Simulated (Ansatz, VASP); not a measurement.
## One calculation of B, two programs

```
B
1.0
     4.32520    0.00000    0.00000
    -2.16260    3.74574    0.00000
     0.00000    0.00000    1.59618
B
3
Cartesian
  0.0000 0.0000 0.0000
  0.0000 2.4972 0.7981
  2.1626 1.2486 0.7981
```

Alike in both runs: task relaxation of cell and atoms; functional PBE; k mesh 12 × 12 × 26; occupations gaussian, width 0.1 eV; no spin polarisation.

|  | VASP | Ansatz |
| --- | --- | --- |
| version | VASP 6.6.1 | Ansatz 0.2.0 |
| potentials or method | VASP PAW PBE potentials, release 64 (B), cutoff 600 eV | scalar-relativistic, plane waves, PAW |
| valence electrons in the cell | 9 | 9 |

```tsv
	VASP	Ansatz	Ansatz less VASP
gap on the k mesh at the Fermi level, each at its own relaxed structure (eV)	none	none	-
relaxed volume (Å³/atom)	8.50	8.50	+0.004
relaxed cell length with the largest relative difference (Å)	4.292	4.292	+0.0008
```

A gap of «none» marks a metal or a gap that the smearing closes.
